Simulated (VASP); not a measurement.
Input of a VASP 6.6.1 run:

File INCAR:

```
ALGO = Fast
EDIFF = 1E-6
ENCUT = 520
ISIF = 2
ISMEAR = 0
LASPH = True
LCHARG = False
LREAL = False
LWAVE = False
NBANDS = 20
NELM = 80
PREC = Accurate
SIGMA = 0.15
```

KPOINTS

```
k-points
0
Gamma
  16 16 16
```

POSCAR

```
AlAu2
1.0
   -1.6672819666      1.6672819666      4.2514022866
    1.6672819666     -1.6672819666      4.2514022866
    1.6672819666      1.6672819666     -4.2514022866
Al Au
1 2
Direct
    0.0000000000      0.0000000000      0.0000000000
    0.6454920683      0.6454920683      0.0000000000
    0.3545079317      0.3545079317      0.0000000000
```

Potentials or basis: VASP PAW LDA potentials, release 64 (Al, Au).

Command:

```bash
$ cat potpaw_LDA.64/Al/POTCAR potpaw_LDA.64/Au/POTCAR > POTCAR
$ mpirun -np 1 vasp_std > vasp.out
```

Problem. Estimate the pressure.

Solution. 5.8 GPa.

Problem. Estimate the band gap on the k mesh.

Solution. Zero (an odd number of electrons rules out a gap without spin polarisation).

Problem. Estimate the largest force.

Solution. 3.118 eV/Å.

Stress tensor (GPa, compression positive):
```
-0.76  0.00  0.00
 0.00 -0.76  0.00
 0.00  0.00 18.87
```

Caveat: the cell stands under pressure; spin-orbit coupling is left out, which moves the levels of the heavy elements; forces of over 1 eV/Å act on the atoms, so gaps and moduli don't describe the material at rest.
